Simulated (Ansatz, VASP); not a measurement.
**SnO2: VASP beside Ansatz**

```
Sn O
1.0
     0.00000    2.57165    2.57165
     2.57165    0.00000    2.57165
     2.57165    2.57165    0.00000
Sn O
1 2
Direct
  0.00000 0.00000 0.00000
  0.25000 0.25000 0.25000
  0.75000 0.75000 0.75000
```

Alike in both runs: functional PBE; k mesh 14 × 14 × 14; occupations gaussian, width 0.1 eV; no spin polarisation.

Ansatz relaxed the structure, and its values are those at the end. VASP's run is a single point on that final structure, the one shown.

|  | VASP | Ansatz |
| --- | --- | --- |
| version | VASP 6.6.1 | Ansatz 0.2.0 |
| potentials or method | VASP PAW PBE potentials, release 64 (Sn_d, O), cutoff 520 eV | scalar-relativistic, plane waves, PAW |
| valence electrons in the cell | 26 | 26 |

```tsv
	VASP	Ansatz	Ansatz less VASP
gap on the k mesh at the Fermi level (eV)	none	none	-
pressure (GPa)	0.6	0.0	-0.56
```

A gap of «none» marks a metal or a gap that the smearing closes. With one functional, cell and mesh, what is left measures potentials, basis and numerics.
